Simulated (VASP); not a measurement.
# InP in VASP: a series of runs

Runs on InP. Level: PBE. Tasks: single point, relaxation of the atoms.

Everything below comes from runs of VASP 6.6.1. Logs are shortened: lines on timing, memory, paths and dates and some standing lists are left out, and cuts for length are marked.

**1. The cell of the first run**

The structure is cubic, space group F-43m (No. 216). Conventional cell: a = 5.869 Å, b = 5.869 Å, c = 5.869 Å, α = 90.00°, β = 90.00°, γ = 90.00°. Within 3.4 Å of In (site symmetry -43m) lie 4 P at 2.54 Å. P (site symmetry -43m) has 4 In at 2.54 Å within 3.4 Å.

**2. Single point, PBE**

Input file INCAR:

```
SYSTEM = InP
PREC = Accurate ; ENCUT = 520
EDIFF = 1E-6 ; ISMEAR = -1
SIGMA = 0.02 ; LREAL = .FALSE.
LASPH = .TRUE. ; NELM = 100
ALGO = Normal ; ISIF = 2
LWAVE = .FALSE. ; LCHARG = .TRUE.
GGA = PE ; LELF = .TRUE.
LVHAR = .TRUE. ; NBANDS = 16
```

Input file KPOINTS:

```
regular mesh
0
G
  13 13 13
  0 0 0
```

Input file POSCAR:

```
InP
1.0
    0.0000000000      2.9343500000      2.9343500000
    2.9343500000      0.0000000000      2.9343500000
    2.9343500000      2.9343500000      0.0000000000
In P
1 1
Direct
    0.0000000000      0.0000000000      0.0000000000
    0.2500000000      0.2500000000      0.2500000000
```

Potentials or basis: VASP PAW PBE potentials, release 64 (In_d, P).

The run is started by

```console
> cat potpaw_PBE.64/In_d/POTCAR potpaw_PBE.64/P/POTCAR > POTCAR
> mpirun -np 1 vasp_std > vasp.out
```

OUTCAR:

```text
SYSTEM = InP
   PREC = Accurate
   ENCUT = 520
   EDIFF = 1E-6
   ISMEAR = -1
   LREAL = .FALSE.
   LASPH = .TRUE.
   NELM = 100
   ISIF = 2
   GGA = PE

 ion  position               nearest neighbor table
   1  0.000  0.000  0.000-   2 2.54   2 2.54   2 2.54   2 2.54
   2  0.250  0.250  0.250-   1 2.54   1 2.54   1 2.54   1 2.54

  LATTYP: Found a face centered cubic cell.
 ALAT       =     5.8687000000

  Lattice vectors:

 A1 = (   0.0000000000,   2.9343500000,   2.9343500000)
 A2 = (   2.9343500000,   0.0000000000,   2.9343500000)
 A3 = (   2.9343500000,   2.9343500000,   0.0000000000)

Analysis of symmetry for initial positions (statically):
=====================================================================
 Subroutine PRICEL returns:
 Original cell was already a primitive cell.

 Routine SETGRP: Setting up the symmetry group for a
 face centered cubic supercell.

 Subroutine GETGRP returns: Found 24 space group operations
 (whereof 24 operations were pure point group operations)
 out of a pool of 48 trial point group operations.

The static configuration has the point symmetry T_d .

Analysis of symmetry for dynamics (positions and initial velocities):
=====================================================================
 Subroutine PRICEL returns:
 Original cell was already a primitive cell.

 Routine SETGRP: Setting up the symmetry group for a
 face centered cubic supercell.

 Subroutine GETGRP returns: Found 24 space group operations
 (whereof 24 operations were pure point group operations)
 out of a pool of 48 trial point group operations.

The dynamic configuration has the point symmetry T_d .

 Subroutine INISYM returns: Found 24 space group operations
 (whereof 24 operations are pure point group operations),
 and found     1 'primitive' translations

----------------------------------------------------------------------------------------

                                     Primitive cell

  volume of cell :      50.5319

  direct lattice vectors                    reciprocal lattice vectors
     0.000000000  2.934350000  2.934350000    -0.170395488  0.170395488  0.170395488
     2.934350000  0.000000000  2.934350000     0.170395488 -0.170395488  0.170395488
     2.934350000  2.934350000  0.000000000     0.170395488  0.170395488 -0.170395488

  length of vectors
     4.149797567  4.149797567  4.149797567     0.295133642  0.295133642  0.295133642

  position of ions in fractional coordinates (direct lattice)
     0.000000000  0.000000000  0.000000000
     0.250000000  0.250000000  0.250000000

  ion indices of the primitive-cell ions
   primitive index   ion index
                 1           1
                 2           2

----------------------------------------------------------------------------------------

 KPOINTS: regular mesh

Automatic generation of k-mesh.
 Grid dimensions read from file:
 generate k-points for:   13   13   13

 Generating k-lattice:

  Cartesian coordinates                     Fractional coordinates (reciprocal lattice)
    -0.013107345  0.013107345  0.013107345     0.076923077  0.000000000  0.000000000
     0.013107345 -0.013107345  0.013107345     0.000000000  0.076923077  0.000000000
     0.013107345  0.013107345 -0.013107345     0.000000000  0.000000000  0.076923077

  Length of vectors
     0.022702588  0.022702588  0.022702588

  Shift w.r.t. Gamma in fractional coordinates (k-lattice)
     0.000000000  0.000000000  0.000000000

 Subroutine IBZKPT returns following result:
 ===========================================

 Found     84 irreducible k-points:

 Following reciprocal coordinates:
            Coordinates               Weight
  0.000000  0.000000  0.000000      1.000000
  0.076923  0.000000  0.000000      8.000000
  0.153846  0.000000  0.000000      8.000000
  0.230769  0.000000  0.000000      8.000000
  0.307692  0.000000  0.000000      8.000000
  0.384615  0.000000  0.000000      8.000000
[... 16 lines left out ...]
  0.384615  0.153846  0.000000     24.000000
  0.461538  0.153846  0.000000     24.000000
 [... further k-points ...]
   k-points           NKPTS =     84   k-points in BZ     NKDIM =     84   number of bands    NBANDS=     16
   number of dos      NEDOS =    301   number of ions     NIONS =      2
   total plane-waves  NPLWV =  32768
   dimension x,y,z NGX =    32 NGY =   32 NGZ =   32
   dimension x,y,z NGXF=    64 NGYF=   64 NGZF=   64
   ions per type =               1   1
   NGX,Y,Z   is equivalent  to a cutoff of  12.82, 12.82, 12.82 a.u.
   NGXF,Y,Z  is equivalent  to a cutoff of  25.64, 25.64, 25.64 a.u.
 SYSTEM =  InP
   PREC   = accura    normal or accurate (medium, high low for compatibility)
   ISTART =      0    job   : 0-new  1-cont  2-samecut
   ICHARG =      2    charge: 1-file 2-atom 10-const
   ISPIN  =      1    spin polarized calculation?
   LNONCOLLINEAR =      F non collinear calculations
   LSORBIT =      F    spin-orbit coupling
   LASPH  =      T    aspherical Exc in radial PAW
   ENCUT  =  520.0 eV  38.22 Ry    6.18 a.u.   7.72  7.72  7.72*2*pi/ulx,y,z
   NELM   =    100;   NELMIN=  2; NELMDL= -5     # of ELM steps
   EDIFF  = 0.1E-05   stopping-criterion for ELM
   LREAL  =      F    real-space projection
   EDIFFG = 0.1E-04   stopping-criterion for IOM
   NSW    =      0    number of steps for IOM
   IBRION =     -1    ionic relax: 0-MD 1-quasi-New 2-CG
   NFREE  =      0    steps in history (QN), initial steepest desc. (CG)
   ISIF   =      2    stress and relaxation
   ISYM   =      2    0-nonsym 1-usesym 2-fastsym
   POTIM  = 0.5000    time-step for ionic-motion
   TEBEG  =    0.0;   TEEND  =   0.0 temperature during run
   PSTRESS=    0.0 pullay stress
   NELECT =      18.0000    total number of electrons
   NUPDOWN=      -1.0000    fix difference up-down
   EMIN   =  10.00;   EMAX   =-10.00  energy-range for DOS
   EFERMI =   0.00;   METHOD = LEGACY
   ISMEAR =    -1;   SIGMA  =   0.02  broadening in eV -4-tet -1-fermi 0-gaus
   EFERMI_NEDOS =   21; number of points for ismear=-14 and -15
   IALGO  =     38    algorithm
   IMIX   =      4    mixing-type and parameters
     AMIX     =   0.40;   BMIX     =  1.00
     AMIX_MAG =   1.60;   BMIX_MAG =  1.00
  volume/ion in A,a.u.               =      25.27       170.50
  Fermi-wavevector in a.u.,A,eV,Ry     =   1.160496  2.193020 18.323668  1.346752
  Thomas-Fermi vector in A             =   2.297078
   LORBIT       =      0    0 simple, 1 ext, 2 COOP (PROOUT), +10 PAW based schemes
   GGA     = PE    functional components
   LHFCALC =     F    Hartree Fock is set to
   AEXX    =    0.0000 exact exchange contribution
   IVDW    =     0    specifies the selected vdW correction
   LEPSILON=     F    determine dielectric tensor
   LRPA    =     F    only Hartree local field effects (RPA)
 non-spin polarized calculation
  energy-cutoff  :      520.00
  volume of cell :       50.53
 maximum number of plane-waves:      1381
   NGX = 15   NGY = 15   NGZ = 15

 number of electron      18.0000006 magnetization

 Free energy of the ion-electron system (eV)
  ---------------------------------------------------
  ext. energy  EPLUGINS =         0.00000000
  ---------------------------------------------------
  free energy    TOTEN  =        -8.38684084 eV

  energy without entropy =       -8.38684084  energy(sigma->0) =       -8.38684084

 E-fermi :   5.5165     XC(G=0):  -9.2663

 val. band max:        5.1441764466   @ k =   0.0000   0.0000   0.0000
 cond. band min:       5.8352576699   @ k =   0.0000   0.0000   0.0000
 fundamental gap:      0.6910812233
 Fermi energy:         5.5165003435

 k-point     1 :       0.0000    0.0000    0.0000
  band No.  band energies     occupation
      1      -9.0318      2.00000
      2      -9.0318      2.00000
      3      -9.0318      2.00000
      4      -8.8816      2.00000
      5      -8.8816      2.00000
      6      -6.3459      2.00000
[... 8 lines left out ...]
     15      14.5884      0.00000
     16      14.5884      0.00000

 k-point     2 :       0.0769    0.0000    0.0000
  band No.  band energies     occupation
      1      -9.0392      2.00000
      2      -9.0289      2.00000
      3      -9.0289      2.00000
      4      -8.8817      2.00000
      5      -8.8817      2.00000
      6      -6.2781      2.00000
[... 8 lines left out ...]
     15      14.2534      0.00000
     16      14.2534      0.00000

 k-point     3 :       0.1538    0.0000    0.0000
  band No.  band energies     occupation
      1      -9.0592      2.00000
      2      -9.0211      2.00000
      3      -9.0211      2.00000
      4      -8.8813      2.00000
      5      -8.8813      2.00000
      6      -6.0795      2.00000
[... 8 lines left out ...]
     15      13.8114      0.00000
     16      14.6169      0.00000

 k-point     4 :       0.2308    0.0000    0.0000
  band No.  band energies     occupation
      1      -9.0862      2.00000
      2      -9.0112      2.00000
      3      -9.0112      2.00000
      4      -8.8798      2.00000
      5      -8.8798      2.00000
      6      -5.7662      2.00000
[... 8 lines left out ...]
     15      13.6900      0.00000
     16      14.3697      0.00000

 k-point     5 :       0.3077    0.0000    0.0000
  band No.  band energies     occupation
      1      -9.1136      2.00000
      2      -9.0023      2.00000
      3      -9.0023      2.00000
      4      -8.8763      2.00000
      5      -8.8763      2.00000
      6      -5.3713      2.00000
[... 8 lines left out ...]
     15      14.0304      0.00000
     16      14.0688      0.00000

 k-point     6 :       0.3846    0.0000    0.0000
  band No.  band energies     occupation
      1      -9.1356      2.00000
      2      -8.9964      2.00000
      3      -8.9964      2.00000
      4      -8.8718      2.00000
      5      -8.8718      2.00000
      6      -4.9633      2.00000
[... 8 lines left out ...]
     15      14.7635      0.00000
     16      14.7635      0.00000

 k-point     7 :       0.4615    0.0000    0.0000
  band No.  band energies     occupation
      1      -9.1477      2.00000
      2      -8.9937      2.00000
      3      -8.9937      2.00000
      4      -8.8687      2.00000
      5      -8.8687      2.00000
      6      -4.6767      2.00000
[... 8 lines left out ...]
     15      15.5979      0.00000
     16      15.5979      0.00000

 k-point     8 :       0.0769    0.0769    0.0000
  band No.  band energies     occupation
      1      -9.0449      2.00000
      2      -9.0262      2.00000
      3      -9.0262      2.00000
      4      -8.8839      2.00000
      5      -8.8797      2.00000
      6      -6.2556      2.00000
[... 8 lines left out ...]
     15      14.2099      0.00000
     16      14.6423      0.00000

 k-point     9 :       0.1538    0.0769    0.0000
  band No.  band energies     occupation
      1      -9.0616      2.00000
      2      -9.0198      2.00000
      3      -9.0184      2.00000
      4      -8.8859      2.00000
      5      -8.8777      2.00000
      6      -6.1008      2.00000
[... 8 lines left out ...]
     15      14.4440      0.00000
     16      14.8421      0.00000
[... 172 lines left out ...]
 k-point    19 :      -0.0769    0.0769    0.0000
  band No.  band energies     occupation
      1      -9.0520      2.00000
      2      -9.0256      2.00000
      3      -9.0216      2.00000
      4      -8.8836      2.00000
      5      -8.8797      2.00000
      6      -6.1667      2.00000
[... 8 lines left out ...]
     15      14.1567      0.00000
     16      14.5864      0.00000

 k-point    20 :       0.1538    0.1538    0.0000
  band No.  band energies     occupation
      1      -9.0787      2.00000
      2      -9.0103      2.00000
      3      -9.0103      2.00000
      4      -8.8907      2.00000
      5      -8.8742      2.00000
      6      -5.9919      2.00000
[... 8 lines left out ...]
     15      14.8004      0.00000
     16      15.4023      0.00000

 k-point    21 :       0.2308    0.1538    0.0000
  band No.  band energies     occupation
      1      -9.1002      2.00000
      2      -9.0010      2.00000
      3      -8.9995      2.00000
      4      -8.8945      2.00000
      5      -8.8707      2.00000
      6      -5.7606      2.00000
[... 8 lines left out ...]
     15      14.7853      0.00000
     16      15.9769      0.00000

 k-point    22 :       0.3077    0.1538    0.0000
  band No.  band energies     occupation
      1      -9.1218      2.00000
      2      -8.9937      2.00000
      3      -8.9892      2.00000
      4      -8.8954      2.00000
      5      -8.8673      2.00000
      6      -5.4270      2.00000
[... 8 lines left out ...]
     15      14.9176      0.00000
     16      15.7804      0.00000

 k-point    23 :       0.3846    0.1538    0.0000
  band No.  band energies     occupation
      1      -9.1402      2.00000
      2      -8.9890      2.00000
      3      -8.9819      2.00000
      4      -8.8926      2.00000
      5      -8.8646      2.00000
      6      -5.0329      2.00000
[... 8 lines left out ...]
     15      15.4084      0.00000
     16      15.5751      0.00000

 k-point    24 :       0.4615    0.1538    0.0000
  band No.  band energies     occupation
      1      -9.1526      2.00000
      2      -8.9870      2.00000
      3      -8.9784      2.00000
      4      -8.8867      2.00000
      5      -8.8643      2.00000
      6      -4.6641      2.00000
[... 8 lines left out ...]
     15      15.8330      0.00000
     16      15.9173      0.00000

 [... further k-points ...]
[... 5 lines left out ...]
  --------------------------------------------------------------------------------------
  -------------------------------------------------------------------------------------
  Total        0.9442072      0.9442072      0.9442072     -0.0000000     -0.0000000     -0.0000000
  in kB       29.9372671     29.9372671     29.9372671     -0.0000000     -0.0000000     -0.0000000
  external PRESSURE =      29.9372671 kB  Pullay stress =       0.0000000 kB

 VOLUME and BASIS-vectors are now :
 -----------------------------------------------------------------------------
  energy-cutoff  :      520.00
  volume of cell :       50.53
      direct lattice vectors                 reciprocal lattice vectors
     0.000000000  2.934350000  2.934350000    -0.170395488  0.170395488  0.170395488
     2.934350000  0.000000000  2.934350000     0.170395488 -0.170395488  0.170395488
     2.934350000  2.934350000  0.000000000     0.170395488  0.170395488 -0.170395488

 POSITION                                       TOTAL-FORCE (eV/Angst)
 -----------------------------------------------------------------------------------
      0.00000      0.00000      0.00000         0.000000      0.000000      0.000000
      1.46717      1.46717      1.46717        -0.000000     -0.000000     -0.000000
 -----------------------------------------------------------------------------------
    total drift:                               -0.000000     -0.000000     -0.000000

  FREE ENERGIE OF THE ION-ELECTRON SYSTEM (eV)
  ---------------------------------------------------
  free  energy   TOTEN  =        -8.3868408353 eV

  energy  without entropy=       -8.3868408352  energy(sigma->0) =       -8.38684084
```

Run time: 45 s. Hardware: 1 thread of Intel Xeon Platinum 8259CL at 2.50GHz (Skylake/Cascade Lake), shared host; peak memory 0.21 GiB.

What came out:

| Quantity | Value |
| --- | --- |
| Free energy | -8.3868 eV |
| Pressure | 3.0 GPa |
| Band gap on the k mesh | 0.69 eV |

Levels at points of the mesh, in eV from the valence-band top:
```csv
k point,band 6,band 7,band 8,band 9,band 10,band 11,band 12,band 13
"(0.00, 0.00, 0.00)",-11.49,0.00,0.00,0.00,0.69,4.09,4.09,4.09
```

Caveat: spin-orbit coupling is left out, which moves the levels of the heavy elements.

(Part 1 of 2 ends here.)
